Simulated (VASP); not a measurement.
# Zr (P6_3/mmc) in VASP: notebook

Runs on Zr. Level: revPBE. Tasks: single point.

Program: VASP 6.6.1. These are calculated values, not measurements. Logs are shortened: lines on timing, memory, paths and dates and some standing lists are left out, and cuts for length are marked.

### 1 The cell of the first run

It takes space group P6_3/mmc (No. 194, hexagonal). Conventional cell: a = 3.210 Å, b = 3.210 Å, c = 5.119 Å, α = 90.00°, β = 90.00°, γ = 120.00°. Zr (site symmetry -6m2) has 12 Zr at 3.16 to 3.21 Å within 4.2 Å.

### 2 Single point, revPBE, collinear spin (22.83 Å³/atom)

Input file INCAR:

```
SYSTEM = Zr
  PREC = Accurate
  ENCUT = 520
  EDIFF = 1E-6
  ISMEAR = -1
  SIGMA = 0.05
  LREAL = .FALSE.
  LASPH = .TRUE.
  NELM = 150
  ALGO = Normal
  ISIF = 2
  LWAVE = .FALSE.
  LCHARG = .FALSE.
  ISPIN = 2
  MAGMOM = 1 1
  LORBIT = 11
  LMAXMIX = 4
  GGA = RE
  NBANDS = 23
```

Input file KPOINTS:

```
Automatic mesh
0
G
  18 18 10
  0 0 0
```

Input file POSCAR:

```
Zr
1.0
    3.2095620877      0.0000000000      0.0000000000
   -1.6047810438      2.7795623030      0.0000000000
    0.0000000000      0.0000000000      5.1191382306
Zr
2
Direct
    0.3333333333      0.6666666667      0.2500000000
    0.6666666667      0.3333333333      0.7500000000
```

Potentials or basis: VASP PAW PBE potentials, release 64 (Zr_sv).

Run with:

```sh
$ cat potpaw_PBE.64/Zr_sv/POTCAR > POTCAR
$ mpirun -np 1 vasp_std > vasp.out
```

OUTCAR:

```text
SYSTEM = Zr
   PREC = Accurate
   ENCUT = 520
   EDIFF = 1E-6
   ISMEAR = -1
   LREAL = .FALSE.
   LASPH = .TRUE.
   NELM = 150
   ISIF = 2
   ISPIN = 2
   LORBIT = 11
   GGA = RE

 ion  position               nearest neighbor table
   1  0.333  0.667  0.250-   2 3.16   2 3.16   2 3.16   2 3.16   2 3.16   2 3.16
   2  0.667  0.333  0.750-   1 3.16   1 3.16   1 3.16   1 3.16   1 3.16   1 3.16

  LATTYP: Found a hexagonal cell.
 ALAT       =     3.2095620877
 C/A-ratio  =     1.5949646995

  Lattice vectors:

 A1 = (   3.2095620877,   0.0000000000,   0.0000000000)
 A2 = (  -1.6047810438,   2.7795623030,   0.0000000000)
 A3 = (   0.0000000000,   0.0000000000,   5.1191382306)

Analysis of symmetry for initial positions (statically):
=====================================================================
 Subroutine PRICEL returns:
 Original cell was already a primitive cell.

 Routine SETGRP: Setting up the symmetry group for a
 hexagonal supercell.

 Subroutine GETGRP returns: Found 24 space group operations
 (whereof 12 operations were pure point group operations)
 out of a pool of 24 trial point group operations.

The static configuration has the point symmetry D_3d.
 The point group associated with its full space group is D_6h.

Analysis of symmetry for dynamics (positions and initial velocities):
=====================================================================
 Subroutine PRICEL returns:
 Original cell was already a primitive cell.

 Routine SETGRP: Setting up the symmetry group for a
 hexagonal supercell.

 Subroutine GETGRP returns: Found 24 space group operations
 (whereof 12 operations were pure point group operations)
 out of a pool of 24 trial point group operations.

The dynamic configuration has the point symmetry D_3d.
 The point group associated with its full space group is D_6h.

Analysis of structural, dynamic, and magnetic symmetry:
=====================================================================
 Subroutine PRICEL returns:
 Original cell was already a primitive cell.

 Routine SETGRP: Setting up the symmetry group for a
 hexagonal supercell.

 Subroutine GETGRP returns: Found 24 space group operations
 (whereof 12 operations were pure point group operations)
 out of a pool of 24 trial point group operations.

The overall configuration has the point symmetry D_3d.
 The point group associated with its full space group is D_6h.

 Subroutine INISYM returns: Found 24 space group operations
[... 117 lines left out ...]
     AMIX_MAG =   1.60;   BMIX_MAG =  1.00
  volume/ion in A,a.u.               =      22.83       154.09
  Fermi-wavevector in a.u.,A,eV,Ry     =   1.321110  2.496535 23.746669  1.745331
  Thomas-Fermi vector in A             =   2.450887
   LORBIT       =     11    0 simple, 1 ext, 2 COOP (PROOUT), +10 PAW based schemes
   GGA     = RE    functional components
   LHFCALC =     F    Hartree Fock is set to
   AEXX    =    0.0000 exact exchange contribution
   IVDW    =     0    specifies the selected vdW correction
   LEPSILON=     F    determine dielectric tensor
   LRPA    =     F    only Hartree local field effects (RPA)
 spin polarized calculation
  energy-cutoff  :      520.00
  volume of cell :       45.67
 maximum number of plane-waves:      1254
 NGX is ok and might be reduce to    24
   NGX = 11   NGY = 11   NGZ = 19

 number of electron      24.0000000 magnetization      -0.0082931

 number of electron      24.0000000 magnetization       0.0000641

 Free energy of the ion-electron system (eV)
  ---------------------------------------------------
  ext. energy  EPLUGINS =         0.00000000
  ---------------------------------------------------
  free energy    TOTEN  =       -16.34811724 eV

  energy without entropy =      -16.33111679  energy(sigma->0) =      -16.33961701

 E-fermi :   9.2779     XC(G=0): -11.1171

 val. band max:        9.2766856057   @ k =   0.1111   0.0556   0.1000
 cond. band min:       9.2780670808   @ k =   0.3333   0.2222   0.5000
 fundamental gap:      0.0013814751
 Fermi energy:         9.2778504154

 spin component 1

 k-point     1 :       0.0000    0.0000    0.0000
  band No.  band energies     occupation
      1     -39.5490      1.00000
      2     -39.3829      1.00000
      3     -18.1035      1.00000
      4     -17.1827      1.00000
      5     -17.1827      1.00000
      6     -17.0397      1.00000
[... 613 lines left out ...]
     22      18.4993      0.00000
     23      19.9078      0.00000

 [... further k-points ...]

 spin component 2

 k-point     1 :       0.0000    0.0000    0.0000
  band No.  band energies     occupation
      1     -39.5489      1.00000
      2     -39.3829      1.00000
      3     -18.1035      1.00000
      4     -17.1827      1.00000
      5     -17.1827      1.00000
      6     -17.0397      1.00000
[... 613 lines left out ...]
     22      18.4993      0.00000
     23      19.9077      0.00000

 [... further k-points ...]

------------------------ aborting loop because EDIFF is reached ----------------------------------------

  FORCE on cell =-STRESS in cart. coord.  units (eV):
  Direction    XX          YY          ZZ          XY          YZ          ZX
  --------------------------------------------------------------------------------------
  -------------------------------------------------------------------------------------
  Total        1.1025997      1.1025997      1.2227908      0.0000000     -0.0000000      0.0000000
  in kB       38.6820428     38.6820428     42.8986566      0.0000000     -0.0000000      0.0000000
  external PRESSURE =      40.0875808 kB  Pullay stress =       0.0000000 kB

 VOLUME and BASIS-vectors are now :
 -----------------------------------------------------------------------------
  energy-cutoff  :      520.00
  volume of cell :       45.67
      direct lattice vectors                 reciprocal lattice vectors
     3.209562088  0.000000000  0.000000000     0.311568984  0.179884437  0.000000000
    -1.604781044  2.779562303  0.000000000     0.000000000  0.359768874  0.000000000
     0.000000000  0.000000000  5.119138231     0.000000000  0.000000000  0.195345379

 POSITION                                       TOTAL-FORCE (eV/Angst)
 -----------------------------------------------------------------------------------
     -0.00000      1.85304      1.27978        -0.000000      0.000000      0.000000
      1.60478      0.92652      3.83935         0.000000     -0.000000      0.000000
 -----------------------------------------------------------------------------------
    total drift:                               -0.000000      0.000000     -0.000000

  FREE ENERGIE OF THE ION-ELECTRON SYSTEM (eV)
  ---------------------------------------------------
  free  energy   TOTEN  =       -16.3481172419 eV

  energy  without entropy=      -16.3311167860  energy(sigma->0) =      -16.33961701

 total charge

# of ion       s       p       d       tot
------------------------------------------
    1        2.234   5.963   1.642   9.840
    2        2.234   5.963   1.642   9.840
--------------------------------------------------
tot          4.469  11.927   3.284  19.680

 magnetization (x)

# of ion       s       p       d       tot
------------------------------------------
    1       -0.000   0.000  -0.000   0.000
    2       -0.000   0.000  -0.000   0.000
--------------------------------------------------
tot         -0.000   0.000  -0.000   0.000
```

stdout:

```text
POSCAR found type information on POSCAR Zr
 POSCAR found :  1 types and       2 ions
 scaLAPACK will be used
 -----------------------------------------------------------------------------
|                                                                             |
|                                                                             |
|     You enforced a specific xc type in the INCAR file but a different       |
|     I HOPE YOU KNOW WHAT YOU ARE DOING!                                     |
|                                                                             |
 -----------------------------------------------------------------------------

 LDA part: xc-table for (Slater+PW92), standard interpolation
 POSCAR, INCAR and KPOINTS ok, starting setup
 FFT: planning ... GRIDC
 FFT: planning ... GRID_SOFT
 FFT: planning ... GRID
 WAVECAR not read
 entering main loop
```

Run time: 2.8 min. Hardware: 1 thread of Intel Xeon Platinum 8488C (Sapphire Rapids), shared host; peak memory 0.41 GiB.

Results:

| Quantity | Value |
| --- | --- |
| Free energy | -16.3481 eV |
| Pressure | 4.0 GPa |
| Band gap on the k mesh | zero (filled and empty bands overlap) |
| Net moment | 0.00 μB per cell |
| Valence electrons inside the program's atomic spheres | Zr 9.84 |

Caveat: the cell stands under pressure; the PAW data sets were made with another functional, which shifts forces and pressure a little.

### 3 Single point, revPBE, collinear spin (20.93 Å³/atom)

This run uses another cell than the first one, of 20.93 Å³/atom.

Input file INCAR:

```
  PREC = Accurate
  ENCUT = 520
  EDIFF = 1E-6
  ISMEAR = -1
  SIGMA = 0.05
  LREAL = F
  LASPH = T
  NELM = 150
  ALGO = Normal
  ISIF = 2
  LWAVE = F
  LCHARG = F
  ISPIN = 2
  MAGMOM = 1 1
  LORBIT = 11
  LMAXMIX = 4
  GGA = RE
  NBANDS = 23
```

Input file KPOINTS:

```
regular mesh
0
Gamma
  18 18 10
```

Input file POSCAR:

```
Zr
1.0
    3.1178096319      0.0000000000      0.0000000000
   -1.5589048159      2.7001023454      0.0000000000
    0.0000000000      0.0000000000      4.9727963025
Zr
2
Direct
    0.3333333333      0.6666666667      0.2500000000
    0.6666666667      0.3333333333      0.7500000000
```

Potentials or basis: VASP PAW PBE potentials, release 64 (Zr_sv).

Run with:

```sh
$ cat potpaw_PBE.64/Zr_sv/POTCAR > POTCAR
$ mpirun -np 1 vasp_std > vasp.out
```

It took 2 min on 1 thread of Intel Xeon Platinum 8559C (Emerald Rapids), shared host; peak memory 0.39 GiB.

It converged, with:

* Free energy: -16.1359 eV
* Pressure: 14.3 GPa
* Band gap on the k mesh: zero (filled and empty bands overlap)
* Net moment: 0.00 μB per cell
* Valence electrons inside the program's atomic spheres: Zr 9.96

Stress tensor (GPa, compression positive):
```
13.80  0.00  0.00
 0.00 13.80  0.00
 0.00  0.00 15.30
```

Levels at points of the mesh, in eV from the Fermi level:
Spin up:
| k point | band 8 | band 9 | band 10 | band 11 | band 12 | band 13 | band 14 | band 15 | band 16 | band 17 |
| --- | --- | --- | --- | --- | --- | --- | --- | --- | --- | --- |
| (0.00, 0.00, 0.00) | -26.02 | -5.82 | -3.34 | 0.86 | 0.86 | 1.03 | 1.60 | 1.66 | 1.66 | 2.34 |
| (0.50, 0.00, 0.00) | -26.17 | -2.98 | -2.66 | -2.48 | 0.04 | 0.51 | 0.90 | 1.65 | 5.52 | 5.99 |
| (0.00, 0.00, 0.50) | -26.12 | -3.99 | -3.99 | 0.02 | 0.02 | 0.77 | 0.77 | 0.77 | 0.77 | 4.42 |
| (0.50, 0.00, 0.50) | -26.34 | -3.20 | -3.20 | -1.28 | -1.28 | 2.05 | 2.05 | 2.42 | 2.42 | 5.79 |
Spin down:
| k point | band 9 | band 10 | band 11 | band 12 | band 13 | band 14 | band 15 | band 16 |
| --- | --- | --- | --- | --- | --- | --- | --- | --- |
| (0.00, 0.00, 0.00) | -5.82 | -3.34 | 0.86 | 0.86 | 1.03 | 1.60 | 1.66 | 1.66 |
| (0.50, 0.00, 0.00) | -2.98 | -2.66 | -2.48 | 0.04 | 0.51 | 0.90 | 1.65 | 5.52 |
| (0.00, 0.00, 0.50) | -3.99 | -3.99 | 0.02 | 0.02 | 0.77 | 0.77 | 0.77 | 0.77 |
| (0.50, 0.00, 0.50) | -3.20 | -3.20 | -1.28 | -1.28 | 2.05 | 2.05 | 2.42 | 2.42 |

Caveat: the cell stands under pressure; the PAW data sets were made with another functional, which shifts forces and pressure a little.
